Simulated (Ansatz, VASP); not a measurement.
**ZnO in VASP and in Ansatz**

```
Zn O
1.0
     0.00000    2.04152    2.44983
     2.04152    0.00000    2.44983
     2.04152    2.04152    0.00000
Zn O
1 1
Direct
  0.00000 0.00000 0.00000
  0.50000 0.50000 0.50000
```

Alike in both runs: task single point; functional LDA; k mesh 12 × 12 × 12; occupations gaussian, width 0.05 eV; no spin polarisation.

|  | VASP | Ansatz |
| --- | --- | --- |
| version | VASP 6.6.1 | Ansatz 0.2.0 |
| potentials or method | VASP PAW LDA potentials, release 64 (Zn, O), cutoff 520 eV | scalar-relativistic, plane waves, PAW |
| valence electrons in the cell | 18 | 18 |

|  | VASP | Ansatz | Ansatz less VASP |
| --- | --- | --- | --- |
| gap on the k mesh at the Fermi level (eV) | 0.39 | 0.39 | 0.000 |
| least direct gap on the mesh (eV) | 1.94 | 1.95 | +0.005 |
| pressure (GPa) | -5.8 | -7.1 | -1.29 |
| traceless stress, the component that is largest in VASP (GPa) | -7.11 | -6.21 | +0.897 |

LDA's correlation is that of Perdew and Zunger in VASP and of Perdew and Wang (1992) in Ansatz.
